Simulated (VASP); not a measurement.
The system is CuI.

```
I Cu
1.0
     0.00000    3.03150    3.03150
     3.03150    0.00000    3.03150
     3.03150    3.03150    0.00000
I Cu
1 1
Direct
  0.00000 0.00000 0.00000
  0.75000 0.75000 0.75000
```

```yaml
Program: VASP 6.6.1
Task: relaxation of cell and atoms
Functional: RPBE
Dispersion: D4
Potentials_or_basis: VASP PAW PBE potentials, release 64 (I, Cu)
Cutoff: 600 eV
k_mesh: 8 × 8 × 8
Occupations: fermi-dirac, width 0.05 eV
Spin: no spin polarisation
```

At the start: pressure -2.2 GPa; volume 27.86 Å³/atom.

Task: How do energy, volume and symmetry change on relaxing?

Result: Over 3 steps the energy falls by 10.6 meV/atom and the volume is 26.40 Å³/atom (-5.2 %); space group F-43m (No. 216, to 0.1 Å) before and after.

The path:
```csv
step,energy change (eV),largest force (eV/Å),pressure (GPa),volume (Å³)
1,0.0000,0.0000,-2.24,55.72
2,-0.0211,0.0000,0.15,52.63
3,-0.0212,0.0000,-0.03,52.81
```

Final structure:
```yaml
crystal:
  lattice:
    - [0.00000, 2.97772, 2.97772]
    - [2.97772, 0.00000, 2.97772]
    - [2.97772, 2.97772, 0.00000]
  atoms:
    - { symbol: I, position: [0.00000, 0.00000, 0.00000] }
    - { symbol: Cu, position: [0.75000, 0.75000, 0.75000] }
```

Caveat: the PAW data sets were made with another functional, which shifts forces and pressure a little.
